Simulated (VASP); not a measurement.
# Al2Cu (Fmmm) in VASP: single point with PBE

Aim: the single point of Al2Cu with PBE.

Program: VASP 6.6.1. These are calculated values, not measurements. Logs are shortened: lines on timing, memory, paths and dates and some standing lists are left out, and cuts for length are marked.

## 1. The cell of the first run

Symmetry: Fmmm, No. 69, orthorhombic system. Conventional cell: a = 5.629 Å, b = 5.783 Å, c = 5.937 Å, α = 90.00°, β = 90.00°, γ = 90.00°. Within 3.3 Å of Al (site symmetry 222) lie 4 Cu at 2.50 Å and 6 Al at 2.81 to 2.97 Å. Within 3.3 Å of Cu (site symmetry mmm) lie 8 Al at 2.50 Å.

## 2. Single point, PBE

INCAR

```
SYSTEM = Al2Cu
ALGO = Fast ; EDIFF = 1E-7
ENCUT = 520 ; GGA = PE
ISIF = 2 ; ISMEAR = 0
LASPH = .True. ; LCHARG = .False.
LREAL = .False. ; LWAVE = .False.
NBANDS = 16 ; NELM = 60
PREC = Accurate ; SIGMA = 0.15
```

KPOINTS

```
k-points
0
Gamma
  14 14 14
  0 0 0
```

POSCAR

```
Al2Cu
1.0
   -2.0991913151      2.0991913151      2.8914013846
    2.0991913151     -2.0991913151      2.8914013846
    1.9900096493      1.9900096493     -2.8914013846
Al Cu
2 1
Direct
    0.7500000000      0.2500000000      0.5000000000
    0.2500000000      0.7500000000      0.5000000000
    0.5000000000      0.5000000000      0.0000000000
```

Potentials or basis: VASP PAW PBE potentials, release 64 (Al, Cu).

Started as:

```bash
$ cat potpaw_PBE.64/Al/POTCAR potpaw_PBE.64/Cu/POTCAR > POTCAR
$ mpirun -np 1 vasp_std > vasp.out
```

OUTCAR:

```text
SYSTEM = Al2Cu
   EDIFF = 1E-7
   ENCUT = 520
   GGA = PE
   ISIF = 2
   ISMEAR = 0
   LASPH = .True.
   LREAL = .False.
   NELM = 60
   PREC = Accurate

 ion  position               nearest neighbor table
   1  0.750  0.250  0.500-   3 2.50   3 2.50   3 2.50   3 2.50   2 2.81   2 2.81   2 2.89   2 2.89
                             2 2.97   2 2.97
   2  0.250  0.750  0.500-   3 2.50   3 2.50   3 2.50   3 2.50   1 2.81   1 2.81   1 2.89   1 2.89
                             1 2.97   1 2.97
   3  0.500  0.500  0.000-   2 2.50   1 2.50   1 2.50   2 2.50   1 2.50   2 2.50   2 2.50   1 2.50

  LATTYP: Found a face centered orthorhombic cell.
 ALAT       =     5.6285972706
 B/A-ratio  =     1.0273967902
 C/A-ratio  =     1.0548648927

  Lattice vectors:

 A1 = (  -2.0991913151,   2.0991913151,  -2.8914013846)
 A2 = (  -0.1091816658,   4.0892009644,   0.0000000000)
 A3 = (   1.9900096493,   1.9900096493,  -2.8914013846)

Analysis of symmetry for initial positions (statically):
=====================================================================
 Subroutine PRICEL returns:
 Original cell was already a primitive cell.

 Routine SETGRP: Setting up the symmetry group for a
 face centered orthorhombic supercell.

 Subroutine GETGRP returns: Found  8 space group operations
 (whereof  8 operations were pure point group operations)
 out of a pool of  8 trial point group operations.

The static configuration has the point symmetry D_2h.

Analysis of symmetry for dynamics (positions and initial velocities):
=====================================================================
 Subroutine PRICEL returns:
 Original cell was already a primitive cell.

 Routine SETGRP: Setting up the symmetry group for a
 face centered orthorhombic supercell.

 Subroutine GETGRP returns: Found  8 space group operations
 (whereof  8 operations were pure point group operations)
 out of a pool of  8 trial point group operations.

The dynamic configuration has the point symmetry D_2h.

 Subroutine INISYM returns: Found  8 space group operations
 (whereof  8 operations are pure point group operations),
 and found     1 'primitive' translations

----------------------------------------------------------------------------------------

                                     Primitive cell

  volume of cell :      48.3143

  direct lattice vectors                    reciprocal lattice vectors
    -2.099191315  2.099191315  2.891401385     0.006534051  0.244721012  0.172926527
     2.099191315 -2.099191315  2.891401385     0.244721012  0.006534051  0.172926527
     1.990009649  1.990009649 -2.891401385     0.251255063  0.251255063  0.000000000

  length of vectors
     4.144081360  4.144081360  4.034907530     0.299724292  0.299724292  0.355328318

  position of ions in fractional coordinates (direct lattice)
     0.750000000  0.250000000  0.500000000
     0.250000000  0.750000000  0.500000000
     0.500000000  0.500000000  0.000000000

  ion indices of the primitive-cell ions
   primitive index   ion index
                 1           1
                 2           2
                 3           3

----------------------------------------------------------------------------------------

 KPOINTS: k-points

Automatic generation of k-mesh.
 Grid dimensions read from file:
 generate k-points for:   14   14   14

 Generating k-lattice:

  Cartesian coordinates                     Fractional coordinates (reciprocal lattice)
     0.000466718  0.017480072  0.012351895     0.071428571 -0.000000000  0.000000000
     0.017480072  0.000466718  0.012351895    -0.000000000  0.071428571  0.000000000
     0.017946790  0.017946790  0.000000000     0.000000000  0.000000000  0.071428571

  Length of vectors
     0.021408878  0.021408878  0.025380594

  Shift w.r.t. Gamma in fractional coordinates (k-lattice)
     0.000000000  0.000000000  0.000000000

 Subroutine IBZKPT returns following result:
 ===========================================

 Found    428 irreducible k-points:

 Following reciprocal coordinates:
            Coordinates               Weight
  0.000000  0.000000  0.000000      1.000000
  0.071429 -0.000000  0.000000      8.000000
  0.142857 -0.000000  0.000000      8.000000
  0.214286 -0.000000  0.000000      8.000000
  0.285714 -0.000000  0.000000      8.000000
  0.357143  0.000000  0.000000      8.000000
[... 16 lines left out ...]
  0.214286  0.142857  0.000000      8.000000
  0.285714  0.142857  0.000000      8.000000
 [... further k-points ...]
   k-points           NKPTS =    428   k-points in BZ     NKDIM =    428   number of bands    NBANDS=     16
   number of dos      NEDOS =    301   number of ions     NIONS =      3
   total plane-waves  NPLWV =  30720
   dimension x,y,z NGX =    32 NGY =   32 NGZ =   30
   dimension x,y,z NGXF=    64 NGYF=   64 NGZF=   60
   ions per type =               2   1
   NGX,Y,Z   is equivalent  to a cutoff of  12.84, 12.84, 12.36 a.u.
   NGXF,Y,Z  is equivalent  to a cutoff of  25.67, 25.67, 24.72 a.u.
 SYSTEM =  Al2Cu
   PREC   = accura    normal or accurate (medium, high low for compatibility)
   ISTART =      0    job   : 0-new  1-cont  2-samecut
   ICHARG =      2    charge: 1-file 2-atom 10-const
   ISPIN  =      1    spin polarized calculation?
   LNONCOLLINEAR =      F non collinear calculations
   LSORBIT =      F    spin-orbit coupling
   LASPH  =      T    aspherical Exc in radial PAW
   ENCUT  =  520.0 eV  38.22 Ry    6.18 a.u.   7.71  7.71  7.50*2*pi/ulx,y,z
   NELM   =     60;   NELMIN=  2; NELMDL= -5     # of ELM steps
   EDIFF  = 0.1E-06   stopping-criterion for ELM
   LREAL  =      F    real-space projection
   EDIFFG = 0.1E-05   stopping-criterion for IOM
   NSW    =      0    number of steps for IOM
   IBRION =     -1    ionic relax: 0-MD 1-quasi-New 2-CG
   NFREE  =      0    steps in history (QN), initial steepest desc. (CG)
   ISIF   =      2    stress and relaxation
   ISYM   =      2    0-nonsym 1-usesym 2-fastsym
   POTIM  = 0.5000    time-step for ionic-motion
   TEBEG  =    0.0;   TEEND  =   0.0 temperature during run
   PSTRESS=    0.0 pullay stress
   NELECT =      17.0000    total number of electrons
   NUPDOWN=      -1.0000    fix difference up-down
   EMIN   =  10.00;   EMAX   =-10.00  energy-range for DOS
   EFERMI =   0.00;   METHOD = LEGACY
   ISMEAR =     0;   SIGMA  =   0.15  broadening in eV -4-tet -1-fermi 0-gaus
   EFERMI_NEDOS =   21; number of points for ismear=-14 and -15
   IALGO  =     68    algorithm
   IMIX   =      4    mixing-type and parameters
     AMIX     =   0.40;   BMIX     =  1.00
     AMIX_MAG =   1.60;   BMIX_MAG =  1.00
  volume/ion in A,a.u.               =      16.10       108.68
  Fermi-wavevector in a.u.,A,eV,Ry     =   1.155755  2.184061 18.174263  1.335771
  Thomas-Fermi vector in A             =   2.292381
   LORBIT       =      0    0 simple, 1 ext, 2 COOP (PROOUT), +10 PAW based schemes
   GGA     = PE    functional components
   LHFCALC =     F    Hartree Fock is set to
   AEXX    =    0.0000 exact exchange contribution
   IVDW    =     0    specifies the selected vdW correction
   LEPSILON=     F    determine dielectric tensor
   LRPA    =     F    only Hartree local field effects (RPA)
 non-spin polarized calculation
 RMM-DIIS sequential band-by-band and
 Gauss-broadening in eV      SIGMA  =   0.15
  energy-cutoff  :      520.00
  volume of cell :       48.31
 maximum number of plane-waves:      1322
   NGX = 15   NGY = 15   NGZ = 15

 number of electron      17.0000011 magnetization

 Free energy of the ion-electron system (eV)
  ---------------------------------------------------
  ext. energy  EPLUGINS =         0.00000000
  ---------------------------------------------------
  free energy    TOTEN  =       -11.73285849 eV

  energy without entropy =      -11.72282360  energy(sigma->0) =      -11.72784104

 E-fermi :   6.9091     XC(G=0): -10.4087

 val. band max:        6.9058283506   @ k =  -0.2857  -0.2857   0.0714
 cond. band min:       6.9093071274   @ k =  -0.0714   0.5000   0.1429
 fundamental gap:      0.0034787768
 Fermi energy:         6.9090599700

 k-point     1 :       0.0000    0.0000    0.0000
  band No.  band energies     occupation
      1      -3.2215      2.00000
      2       2.3860      2.00000
      3       2.4132      2.00000
      4       2.4368      2.00000
      5       2.9214      2.00000
      6       2.9948      2.00000
[... 8 lines left out ...]
     15      13.7875      0.00000
     16      13.9772      0.00000

 k-point     2 :       0.0714   -0.0000    0.0000
  band No.  band energies     occupation
      1      -3.1537      2.00000
      2       2.3765      2.00000
      3       2.4159      2.00000
      4       2.4417      2.00000
      5       2.9193      2.00000
      6       2.9914      2.00000
[... 8 lines left out ...]
     15      13.2098      0.00000
     16      13.9026      0.00000

 k-point     3 :       0.1429   -0.0000    0.0000
  band No.  band energies     occupation
      1      -2.9511      2.00000
      2       2.3134      2.00000
      3       2.4418      2.00000
      4       2.4656      2.00000
      5       2.9161      2.00000
      6       2.9836      2.00000
[... 8 lines left out ...]
     15      12.8809      0.00000
     16      13.4865      0.00000

 k-point     4 :       0.2143   -0.0000    0.0000
  band No.  band energies     occupation
      1      -2.6163      2.00000
      2       2.1886      2.00000
      3       2.4822      2.00000
      4       2.4979      2.00000
      5       2.9200      2.00000
      6       2.9773      2.00000
[... 8 lines left out ...]
     15      12.9447      0.00000
     16      14.0364      0.00000
[... 324 lines left out ...]
 k-point    22 :       0.1429    0.1429    0.0000
  band No.  band energies     occupation
      1      -2.4855      2.00000
      2       2.1390      2.00000
      3       2.5014      2.00000
      4       2.5102      2.00000
      5       2.9240      2.00000
      6       2.9753      2.00000
[... 8 lines left out ...]
     15      13.4572      0.00000
     16      15.4137      0.00000

 k-point    23 :       0.2143    0.1429    0.0000
  band No.  band energies     occupation
      1      -2.0581      2.00000
      2       1.9796      2.00000
      3       2.5051      2.00000
      4       2.5602      2.00000
      5       2.9132      2.00000
      6       3.0036      2.00000
[... 8 lines left out ...]
     15      13.5493      0.00000
     16      16.3256      0.00000

 k-point    24 :       0.2857    0.1429    0.0000
  band No.  band energies     occupation
      1      -1.5118      2.00000
      2       1.6994      2.00000
      3       2.4953      2.00000
      4       2.6011      2.00000
      5       2.9219      2.00000
      6       3.0343      2.00000
[... 8 lines left out ...]
     15      14.0416      0.00000
     16      17.3502      0.00000

 [... further k-points ...]

------------------------ aborting loop because EDIFF is reached ----------------------------------------

  FORCE on cell =-STRESS in cart. coord.  units (eV):
  Direction    XX          YY          ZZ          XY          YZ          ZX
  --------------------------------------------------------------------------------------
  -------------------------------------------------------------------------------------
  Total        0.1483065      0.1483065      0.0229680      0.7322283     -0.0000000     -0.0000000
  in kB        4.9180744      4.9180744      0.7616563     24.2818344     -0.0000000     -0.0000000
  external PRESSURE =       3.5326017 kB  Pullay stress =       0.0000000 kB

 VOLUME and BASIS-vectors are now :
 -----------------------------------------------------------------------------
  energy-cutoff  :      520.00
  volume of cell :       48.31
      direct lattice vectors                 reciprocal lattice vectors
    -2.099191315  2.099191315  2.891401385     0.006534051  0.244721012  0.172926527
     2.099191315 -2.099191315  2.891401385     0.244721012  0.006534051  0.172926527
     1.990009649  1.990009649 -2.891401385     0.251255063  0.251255063  0.000000000

 POSITION                                       TOTAL-FORCE (eV/Angst)
 -----------------------------------------------------------------------------------
     -0.05459      2.04460      1.44570        -0.000000     -0.000000      0.000000
      2.04460     -0.05459      1.44570         0.000000      0.000000     -0.000000
      0.00000      0.00000      2.89140        -0.000000      0.000000     -0.000000
 -----------------------------------------------------------------------------------
    total drift:                               -0.000000      0.000000     -0.000000

  FREE ENERGIE OF THE ION-ELECTRON SYSTEM (eV)
  ---------------------------------------------------
  free  energy   TOTEN  =       -11.7328584920 eV

  energy  without entropy=      -11.7228235980  energy(sigma->0) =      -11.72784104
```

It took 9.7 min on 1 thread of Intel Xeon Platinum 8259CL at 2.50GHz (Skylake/Cascade Lake), shared host; peak memory 0.43 GiB.

Results:

| Item | Value |
| --- | --- |
| Free energy | -11.7329 eV |
| Pressure | 0.4 GPa |
| Band gap on the k mesh | zero (an odd number of electrons rules out a gap without spin polarisation) |

Levels at points of the mesh, in eV from the Fermi level:
```csv
k point,band 7,band 8,band 9,band 10,band 11,band 12
"(0.00, 0.00, 0.00)",2.56,2.72,2.86,2.93,3.12,3.15
"(0.50, 0.00, 0.00)",-3.86,0.41,0.80,2.66,2.93,3.86
"(0.50, 0.50, 0.00)",-3.75,-1.88,-1.68,0.57,1.71,8.92
"(0.00, 0.00, 0.50)",-3.60,-2.22,-2.03,-0.05,1.40,8.96
"(0.50, 0.50, 0.50)",-3.66,-2.14,-1.75,0.27,1.57,8.86
```

Caveat: the cell differs from its parent crystal (strain +e along x and -e along y -0.0267, strain +e along z and -e/2 along x and y +0.0000).
